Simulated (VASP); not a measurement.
Wanted: the native input for a VASP 6.6.1 run.

| Property | Result |
| --- | --- |
| Task | single point |
| Functional | PBEsol |
| Potentials or basis | VASP PAW PBE potentials, release 64 (Pt) |
| Cutoff | 520 eV |
| k mesh | 22 × 22 × 22 |
| Occupations | gaussian, width 0.15 eV |
| Spin | collinear spin |
| Starting moments | [0.3] μB |
| Fixed moment | 0.3 μB |
| Dipole correction | no |
| Further INCAR settings | ALGO = Normal; EDIFF = 1e-06; NBANDS = 15 |

The structure of Pt lies in POSCAR:

```
Pt
1.0
    0.0000000000      1.8665426505      1.8665426505
    1.8665426505      0.0000000000      1.8665426505
    1.8665426505      1.8665426505      0.0000000000
Pt
1
Direct
    0.0000000000      0.0000000000      0.0000000000
```

These files were run (other wordings do the same):

INCAR

```
PREC     = Accurate       # precision mode
ENCUT    = 520            # plane-wave cutoff, eV
EDIFF    = 1E-6           # SCF threshold, eV
ISMEAR   = 0              # smearing method
SIGMA    = 0.15           # smearing width, eV
LREAL    = False          # projectors in reciprocal space
LASPH    = True           # aspherical terms in the spheres
NELM     = 150            # most SCF steps
ALGO     = Normal         # electronic algorithm
ISIF     = 2              # what is computed and relaxed
LWAVE    = False          # write WAVECAR
LCHARG   = False          # write CHGCAR
ISPIN    = 2              # spin polarisation
MAGMOM   = 0.3            # initial moments
LORBIT   = 11             # projections on sites
NUPDOWN  = 0.3            # fixed moment
LMAXMIX  = 4              # l up to which the mixer works
GGA      = PS             # functional
NBANDS   = 15             # bands
```

KPOINTS

```
regular mesh
0
Gamma
  22 22 22
```

Potentials or basis: VASP PAW PBE potentials, release 64 (Pt).

The run is started by

```console
$ cat potpaw_PBE.64/Pt/POTCAR > POTCAR
$ mpirun -np 1 vasp_std > vasp.out
```

It gave:

The pressure is 61.9 GPa and the net moment is 0.30 μB per cell. The site moments are Pt +0.29 μB. The valence electrons inside the program's atomic spheres are Pt 9.76.

Caveat: the cell stands under pressure; the PAW data sets were made with another functional, which shifts forces and pressure a little; the total moment is fixed, so each spin has its own Fermi level.

It took 58 s on 1 thread of AMD EPYC 9R45 96-Core Processor (Zen 5), with other jobs on the host, peak memory 0.18 GiB.
